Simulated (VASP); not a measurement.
KI: single point with PBE

KI:

```
K I
1.0
     0.00000    3.24259    3.52455
     3.24259    0.00000    3.52455
     3.24259    3.24259    0.00000
K I
1 1
Direct
  0.00000 0.00000 0.00000
  0.50000 0.50000 0.50000
```

This cell differs from its parent crystal: strain -0.080 along x and y, +0.000 along z.

```
Program             : VASP 6.6.1
Task                : single point
Functional          : PBE
Potentials or basis : VASP PAW PBE potentials, release 64 (K_sv, I)
Cutoff              : 520 eV
k mesh              : 6 × 6 × 6
Occupations         : gaussian, width 0.05 eV
Spin                : no spin polarisation
```

```yaml
Pressure: 4.5 GPa
Band_gap_on_the_k_mesh: 4.33 eV, direct
```

Stress tensor (GPa, compression positive):
```
6.04 0.00 0.00
0.00 6.04 0.00
0.00 0.00 1.53
```

Levels at points of the mesh, in eV from the valence-band top:
```
           k point  band 5  band 6  band 7  band 8  band 9  band 10  band 11  band 12
(0.00, 0.00, 0.00)  -10.86   -0.10    0.00    0.00    4.33     5.96     6.53     6.53
(0.50, 0.00, 0.00)  -10.21   -1.82   -0.60   -0.53    5.62     8.08     8.17     8.84
(0.50, 0.50, 0.00)  -10.66   -1.42   -0.37   -0.37    4.58     6.22     8.06     9.24
(0.50, 0.00, 0.50)  -10.62   -1.26   -0.59   -0.53    4.52     6.14     8.27     9.33
```

It took 19 s on 1 thread of Intel(R) Xeon(R) Platinum 8488C (Sapphire Rapids), with other jobs on the host, peak memory 0.21 GiB.

Caveat: the cell differs from its parent crystal (strain -0.080 along x and y, +0.000 along z); spin-orbit coupling is left out, which moves the levels of the heavy elements. A k mesh can miss the band edges.
